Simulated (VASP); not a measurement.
# Ge (I4_1/amd) in VASP: settings compared

Aim: see how the results for Ge move with the level of theory and the settings. Levels: PBEsol, LDA. Tasks: relaxation of cell and atoms.

Everything below comes from runs of VASP 6.6.1. Logs are shortened: lines on timing, memory, paths and dates and some standing lists are left out, and cuts for length are marked.

### Step 1. The cell of the first run

The structure is tetragonal, space group I4_1/amd (No. 141). The conventional cell has a = 5.149 Å, b = 5.149 Å, c = 2.795 Å, α = 90.00°, β = 90.00°, γ = 90.00°. Ge (site symmetry -4m2) has 10 Ge at 2.67 to 3.32 Å within 3.5 Å.

### Step 2. Relaxation of cell and atoms, PBEsol

The input, INCAR:

```
SYSTEM = Ge
PREC = Accurate
ENCUT = 600
EDIFF = 1E-6
ISMEAR = -1
SIGMA = 0.1
LREAL = .False.
LASPH = .True.
NELM = 60
ALGO = Normal
ISIF = 3
LWAVE = .False.
LCHARG = .False.
GGA = PS
IBRION = 2
NSW = 60
EDIFFG = -0.005
```

The input, KPOINTS:

```
regular mesh
0
Gamma
  13 13 13
  0 0 0
```

The input, POSCAR:

```
Ge
1.0
   -2.5744897200      2.5744897200      1.3974126400
    2.5744897200     -2.5744897200      1.3974126400
    2.5744897200      2.5744897200     -1.3974126400
Ge
2
Direct
    0.2500000000      0.7500000000      0.5000000000
    0.5000000000      0.5000000000      0.0000000000
```

Potentials or basis: VASP PAW PBE potentials, release 64 (Ge_d).

Command:

```
cat potpaw_PBE.64/Ge_d/POTCAR > POTCAR
mpirun -np 1 vasp_std > vasp.out
```

OUTCAR:

```text
SYSTEM = Ge
   PREC = Accurate
   ENCUT = 600
   EDIFF = 1E-6
   ISMEAR = -1
   LREAL = .False.
   LASPH = .True.
   NELM = 60
   ISIF = 3
   GGA = PS
   IBRION = 2
   NSW = 60
   EDIFFG = -0.005

 ion  position               nearest neighbor table
   1  0.250  0.750  0.500-   2 2.67   2 2.67   2 2.67   2 2.67
   2  0.500  0.500  0.000-   1 2.67   1 2.67   1 2.67   1 2.67

  LATTYP: Found a body centered tetragonal cell.
 ALAT       =     5.1489794400
 C/A-ratio  =     0.5427920839

  Lattice vectors:

 A1 = (  -2.5744897200,   2.5744897200,   1.3974126400)
 A2 = (   2.5744897200,  -2.5744897200,   1.3974126400)
 A3 = (   2.5744897200,   2.5744897200,  -1.3974126400)

Analysis of symmetry for initial positions (statically):
=====================================================================
 Subroutine PRICEL returns:
 Original cell was already a primitive cell.

 Routine SETGRP: Setting up the symmetry group for a
 body centered tetragonal supercell.

 Subroutine GETGRP returns: Found 16 space group operations
 (whereof  8 operations were pure point group operations)
 out of a pool of 16 trial point group operations.

The static configuration has the point symmetry D_2d.
 The point group associated with its full space group is D_4h.

Analysis of symmetry for dynamics (positions and initial velocities):
=====================================================================
 Subroutine PRICEL returns:
 Original cell was already a primitive cell.

 Routine SETGRP: Setting up the symmetry group for a
 body centered tetragonal supercell.

 Subroutine GETGRP returns: Found 16 space group operations
 (whereof  8 operations were pure point group operations)
 out of a pool of 16 trial point group operations.

The dynamic configuration has the point symmetry D_2d.
 The point group associated with its full space group is D_4h.

 Subroutine INISYM returns: Found 16 space group operations
 (whereof  8 operations are pure point group operations),
 and found     1 'primitive' translations

----------------------------------------------------------------------------------------

                                     Primitive cell

  volume of cell :      37.0482

  direct lattice vectors                    reciprocal lattice vectors
    -2.574489720  2.574489720  1.397412640     0.000000000  0.194213244  0.357804120
     2.574489720 -2.574489720  1.397412640     0.194213244  0.000000000  0.357804120
     2.574489720  2.574489720 -1.397412640     0.194213244  0.194213244  0.000000000

  length of vectors
     3.899840602  3.899840602  3.899840602     0.407114938  0.407114938  0.274659004

  position of ions in fractional coordinates (direct lattice)
     0.250000000  0.750000000  0.500000000
     0.500000000  0.500000000  0.000000000

  ion indices of the primitive-cell ions
   primitive index   ion index
                 1           1
                 2           2

----------------------------------------------------------------------------------------

 KPOINTS: regular mesh

Automatic generation of k-mesh.
 Grid dimensions read from file:
 generate k-points for:   13   13   13

 Generating k-lattice:

  Cartesian coordinates                     Fractional coordinates (reciprocal lattice)
     0.000000000  0.014939480  0.027523394     0.076923077 -0.000000000  0.000000000
     0.014939480  0.000000000  0.027523394    -0.000000000  0.076923077  0.000000000
     0.014939480  0.014939480  0.000000000     0.000000000  0.000000000  0.076923077

  Length of vectors
     0.031316534  0.031316534  0.021127616

  Shift w.r.t. Gamma in fractional coordinates (k-lattice)
     0.000000000  0.000000000  0.000000000

 Subroutine IBZKPT returns following result:
 ===========================================

 Found    196 irreducible k-points:

 Following reciprocal coordinates:
            Coordinates               Weight
  0.000000  0.000000  0.000000      1.000000
  0.076923  0.000000 -0.000000      8.000000
  0.153846  0.000000  0.000000      8.000000
  0.230769  0.000000  0.000000      8.000000
  0.307692  0.000000  0.000000      8.000000
  0.384615  0.000000  0.000000      8.000000
[... 16 lines left out ...]
  0.384615  0.153846  0.000000     16.000000
  0.461538  0.153846  0.000000     16.000000
 [... further k-points ...]
   k-points           NKPTS =    196   k-points in BZ     NKDIM =    196   number of bands    NBANDS=     18
   number of dos      NEDOS =    301   number of ions     NIONS =      2
   total plane-waves  NPLWV =  32768
   dimension x,y,z NGX =    32 NGY =   32 NGZ =   32
   dimension x,y,z NGXF=    64 NGYF=   64 NGZF=   64
   ions per type =               2
   NGX,Y,Z   is equivalent  to a cutoff of  13.64, 13.64, 13.64 a.u.
   NGXF,Y,Z  is equivalent  to a cutoff of  27.28, 27.28, 27.28 a.u.
 SYSTEM =  Ge
   PREC   = accura    normal or accurate (medium, high low for compatibility)
   ISTART =      0    job   : 0-new  1-cont  2-samecut
   ICHARG =      2    charge: 1-file 2-atom 10-const
   ISPIN  =      1    spin polarized calculation?
   LNONCOLLINEAR =      F non collinear calculations
   LSORBIT =      F    spin-orbit coupling
   LASPH  =      T    aspherical Exc in radial PAW
   ENCUT  =  600.0 eV  44.10 Ry    6.64 a.u.   7.79  7.79  7.79*2*pi/ulx,y,z
   NELM   =     60;   NELMIN=  2; NELMDL= -5     # of ELM steps
   EDIFF  = 0.1E-05   stopping-criterion for ELM
   LREAL  =      F    real-space projection
   EDIFFG = -.5E-02   stopping-criterion for IOM
   NSW    =     60    number of steps for IOM
   IBRION =      2    ionic relax: 0-MD 1-quasi-New 2-CG
   NFREE  =      1    steps in history (QN), initial steepest desc. (CG)
   ISIF   =      3    stress and relaxation
   ISYM   =      2    0-nonsym 1-usesym 2-fastsym
   POTIM  = 0.5000    time-step for ionic-motion
   TEBEG  =    0.0;   TEEND  =   0.0 temperature during run
   PSTRESS=    0.0 pullay stress
   NELECT =      28.0000    total number of electrons
   NUPDOWN=      -1.0000    fix difference up-down
   EMIN   =  10.00;   EMAX   =-10.00  energy-range for DOS
   EFERMI =   0.00;   METHOD = LEGACY
   ISMEAR =    -1;   SIGMA  =   0.10  broadening in eV -4-tet -1-fermi 0-gaus
   EFERMI_NEDOS =   21; number of points for ismear=-14 and -15
   IALGO  =     38    algorithm
   IMIX   =      4    mixing-type and parameters
     AMIX     =   0.40;   BMIX     =  1.00
     AMIX_MAG =   1.60;   BMIX_MAG =  1.00
  volume/ion in A,a.u.               =      18.52       125.01
  Fermi-wavevector in a.u.,A,eV,Ry     =   1.491209  2.817976 30.255333  2.223704
  Thomas-Fermi vector in A             =   2.603893
   LORBIT       =      0    0 simple, 1 ext, 2 COOP (PROOUT), +10 PAW based schemes
   GGA     = PS    functional components
   LHFCALC =     F    Hartree Fock is set to
   AEXX    =    0.0000 exact exchange contribution
   IVDW    =     0    specifies the selected vdW correction
   LEPSILON=     F    determine dielectric tensor
   LRPA    =     F    only Hartree local field effects (RPA)
 conjugate gradient relaxation of ions
 non-spin polarized calculation
  energy-cutoff  :      600.00
  volume of cell :       37.05
 maximum number of plane-waves:      1258
   NGX = 15   NGY = 15   NGZ = 15

--------------------------------------- Ionic step        1  -------------------------------------------

 number of electron      28.0000000 magnetization

 Free energy of the ion-electron system (eV)
  ---------------------------------------------------
  ext. energy  EPLUGINS =         0.00000000
  ---------------------------------------------------
  free energy    TOTEN  =        -9.55198774 eV

  energy without entropy =       -9.52821750  energy(sigma->0) =       -9.54010262

------------------------ aborting loop because EDIFF is reached ----------------------------------------

  FORCE on cell =-STRESS in cart. coord.  units (eV):
  Direction    XX          YY          ZZ          XY          YZ          ZX
  --------------------------------------------------------------------------------------
  -------------------------------------------------------------------------------------
  Total       -0.2907459     -0.2907459      0.0407339      0.0000000      0.0000000      0.0000000
  in kB      -12.5735306    -12.5735306      1.7615704      0.0000000      0.0000000      0.0000000
  external PRESSURE =      -7.7951636 kB  Pullay stress =       0.0000000 kB
[... 89 lines left out ...]
  FREE ENERGIE OF THE ION-ELECTRON SYSTEM (eV)
  ---------------------------------------------------
  free  energy   TOTEN  =        -9.5538377524 eV

  energy  without entropy=       -9.5307653041  energy(sigma->0) =       -9.54230153

[... ionic steps 4 to 10 ...]

--------------------------------------- Ionic step       11  -------------------------------------------

 number of electron      27.9999987 magnetization

------------------------ aborting loop because EDIFF is reached ----------------------------------------

  FORCE on cell =-STRESS in cart. coord.  units (eV):
  Direction    XX          YY          ZZ          XY          YZ          ZX
  --------------------------------------------------------------------------------------
  -------------------------------------------------------------------------------------
  Total       -0.0364399     -0.0364399     -0.0359684      0.0000000      0.0000000      0.0000000
  in kB       -1.5885340     -1.5885340     -1.5679791      0.0000000      0.0000000      0.0000000
  external PRESSURE =      -1.5816823 kB  Pullay stress =       0.0000000 kB
[... 57 lines left out ...]
  energy  without entropy=       -9.5316517289  energy(sigma->0) =       -9.54306741

--------------------------------------- Ionic step       13  -------------------------------------------

 number of electron      27.9999986 magnetization

 Free energy of the ion-electron system (eV)
  ---------------------------------------------------
  ext. energy  EPLUGINS =         0.00000000
  ---------------------------------------------------
  free energy    TOTEN  =        -9.55448523 eV

  energy without entropy =       -9.53164281  energy(sigma->0) =       -9.54306402

 E-fermi :   6.7191     XC(G=0): -11.5125

 val. band max:        6.6810226763   @ k =  -0.3846   0.4615   0.0769
 cond. band min:       6.7558865828   @ k =   0.3846   0.2308  -0.0000
 fundamental gap:      0.0748639065
 Fermi energy:         6.7191443388

 k-point     1 :       0.0000    0.0000    0.0000
  band No.  band energies     occupation
      1     -17.9326      2.00000
      2     -17.8767      2.00000
      3     -17.8538      2.00000
      4     -17.8434      2.00000
      5     -17.7459      2.00000
      6     -17.7459      2.00000
[... 10 lines left out ...]
     17      14.5485      0.00000
     18      14.6764      0.00000
[... 466 lines left out ...]
      2     -17.8400      2.00000
      3     -17.8277      2.00000
      4     -17.7954      2.00000
      5     -17.7817      2.00000
      6     -17.7608      2.00000
[... 10 lines left out ...]
     17      11.2766      0.00000
     18      12.8604      0.00000

 [... further k-points ...]

------------------------ aborting loop because EDIFF is reached ----------------------------------------

  FORCE on cell =-STRESS in cart. coord.  units (eV):
  Direction    XX          YY          ZZ          XY          YZ          ZX
  --------------------------------------------------------------------------------------
  -------------------------------------------------------------------------------------
  Total        0.0086392      0.0086392      0.0025901      0.0000000      0.0000000      0.0000000
  in kB        0.3767838      0.3767838      0.1129637      0.0000000      0.0000000      0.0000000
  external PRESSURE =       0.2888438 kB  Pullay stress =       0.0000000 kB
[... 17 lines left out ...]
  FREE ENERGIE OF THE ION-ELECTRON SYSTEM (eV)
  ---------------------------------------------------
  free  energy   TOTEN  =        -9.5544852325 eV

  energy  without entropy=       -9.5316428105  energy(sigma->0) =       -9.54306402

 reached required accuracy - stopping structural energy minimisation
```

Wall time 4.5 min (1 thread of Intel Xeon 6975P-C (Granite Rapids), shared host); peak memory 0.28 GiB.

Results:

- Free energy: -9.5545 eV
- Relaxed volume: 18.37 Å³/atom
- Relaxed cell: a = 3.876 Å, b = 3.876 Å, c = 3.876 Å, α = 97.59°, β = 97.59°, γ = 137.37°
- Space group after relaxing (to 0.1 Å): I4_1/amd (No. 141)
- Energy gained by relaxing: 1.2 meV/atom
- Ionic steps: 13
- Pressure after relaxing: 0.0 GPa
- Band gap on the k mesh: zero (bands 14 and 15 overlap by 5.29 eV)

The path:
| step | energy change (eV) | largest force (eV/Å) | pressure (GPa) | volume (Å³) |
| --- | --- | --- | --- | --- |
| 1 | 0.0000 | 0.0000 | -0.78 | 37.05 |
| 2 | -0.0019 | 0.0000 | 0.23 | 36.57 |
| 3 | -0.0019 | 0.0000 | 0.57 | 36.53 |
| 4 | -0.0019 | 0.0000 | 0.25 | 36.56 |
| 5 | -0.0024 | 0.0000 | 0.02 | 36.65 |
| 6 | -0.0024 | 0.0000 | 0.16 | 36.66 |
| 7 | -0.0025 | 0.0000 | 0.11 | 36.69 |
| 8 | -0.0025 | 0.0000 | 0.08 | 36.70 |
| 9 | -0.0025 | 0.0000 | 0.07 | 36.71 |
| 10 | -0.0025 | 0.0000 | 0.06 | 36.71 |
| 11 | -0.0025 | 0.0000 | -0.16 | 36.75 |
| 12 | -0.0025 | 0.0000 | 0.10 | 36.72 |
| 13 | -0.0025 | 0.0000 | 0.03 | 36.74 |

Final structure:
```cif
data_structure
_symmetry_space_group_name_H-M 'P 1'
_symmetry_Int_Tables_number 1
_cell_length_a 3.8758
_cell_length_b 3.8758
_cell_length_c 3.8758
_cell_angle_alpha 97.593
_cell_angle_beta 97.593
_cell_angle_gamma 137.368
_cell_volume 36.74
loop_
_atom_site_label
_atom_site_type_symbol
_atom_site_fract_x
_atom_site_fract_y
_atom_site_fract_z
_atom_site_occupancy
Ge1 Ge 0.25000 0.75000 0.50000 1
Ge2 Ge 0.50000 0.50000 0.00000 1
```

Caveat: the PAW data sets were made with another functional, which shifts forces and pressure a little.

### Step 3. Relaxation of cell and atoms, LDA

The input, INCAR:

```
  PREC = Accurate
  ENCUT = 600
  EDIFF = 1E-6
  ISMEAR = -1
  SIGMA = 0.1
  LREAL = F
  LASPH = T
  NELM = 100
  ALGO = Normal
  ISIF = 3
  LWAVE = F
  LCHARG = F
  GGA = CA
  IBRION = 2
  NSW = 60
  EDIFFG = -0.005
```

The input, KPOINTS:

```
regular mesh
0
Gamma
  13 13 13
```

POSCAR is that of step 2.

Potentials or basis: VASP PAW LDA potentials, release 64 (Ge_d).

Command:

```
cat potpaw_LDA.64/Ge_d/POTCAR > POTCAR
mpirun -np 1 vasp_std > vasp.out
```

Wall time 4.2 min (1 thread of Intel Xeon 6975P-C (Granite Rapids), shared host); peak memory 0.27 GiB.

Results (log left out):

* Free energy: -10.0456 eV
* Relaxed volume: 17.95 Å³/atom
* Relaxed cell: a = 3.846 Å, b = 3.846 Å, c = 3.846 Å, α = 97.59°, β = 97.59°, γ = 137.39°
* Space group after relaxing (to 0.1 Å): I4_1/amd (No. 141)
* Energy gained by relaxing: 5.5 meV/atom
* Ionic steps: 11
* Pressure after relaxing: 0.0 GPa
* Band gap on the k mesh: zero (bands 14 and 15 overlap by 5.37 eV)

The path:
```tsv
step	energy change (eV)	largest force (eV/Å)	pressure (GPa)	volume (Å³)
1	0.0000	0.0000	-2.57	37.05
2	-0.0093	0.0000	0.66	35.48
3	-0.0103	0.0000	0.15	35.82
4	-0.0103	0.0000	0.06	35.84
5	-0.0108	0.0000	0.07	35.87
6	-0.0109	0.0000	0.17	35.88
7	-0.0108	0.0000	0.01	35.91
8	-0.0110	0.0000	-0.17	35.89
9	-0.0110	0.0000	0.05	35.89
10	-0.0110	0.0000	0.04	35.89
11	-0.0110	0.0000	0.04	35.89
```

Final structure:
```
Ge
1.0
    -2.53386    2.53386    1.39754
     2.53386   -2.53386    1.39754
     2.53386    2.53386   -1.39754
Ge
2
Cartesian
  2.5339 0.0000 0.6988
  0.0000 0.0000 1.3975
```

Levels at points of the mesh, in eV from the Fermi level:
```tsv
k point	band 11	band 12	band 13	band 14	band 15	band 16	band 17	band 18
(0.00, 0.00, 0.00)	-13.55	-3.81	-2.31	-2.31	3.40	7.91	7.91	8.06
```

The gap in the log of VASP goes by the Fermi energy; the results here count the filled bands.